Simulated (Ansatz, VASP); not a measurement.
# SiNi3 in VASP and in Ansatz

```xyz
4
Lattice="1.2664 0.7312 7.5056 -1.2664 0.7312 7.5056 0.0000 -1.4623 7.5056" Properties=species:S:1:pos:R:3 pbc="T T T"
Ni    0.0000    0.0000    5.7358
Ni    0.0000    0.0000   11.2584
Ni    0.0000    0.0000   16.7810
Si    0.0000    0.0000    0.0000
```

Change from the starting cell: volume scaled by 0.94.

Alike in both runs: task single point; functional PBEsol; k mesh 12 × 12 × 12; occupations fermi-dirac, width 0.05 eV; collinear spin.

```csv
,VASP,Ansatz
version,VASP 6.6.1,Ansatz 0.2.0
potentials or method,"VASP PAW PBE potentials, release 64 (Ni, Si), cutoff 520 eV","all-electron LAPW, scalar-relativistic"
```

```tsv
	VASP	Ansatz	Ansatz less VASP
gap on the k mesh at the Fermi level (eV)	none	none	-
pressure (GPa)	7.2	6.9	-0.30
traceless stress, the component that is largest in VASP (GPa)	1.08	0.88	-0.204
rms of the force components (eV/Å)	0.084	0.060	-0.0233
net moment per atom (μB)	0.00	0.07	+0.065
size of the moment on the site where the two differ most (μB)	0.00	0.21	+0.210
```

VASP's potentials were made for PBE, not for PBEsol. Site moments also hang on the region over which each program counts them. Atom by atom the forces differ by 0.023 eV/Å (rms over components). A gap of «none» marks a metal or a gap that the smearing closes. Ansatz ran all-electron here, and VASP with PAW potentials.
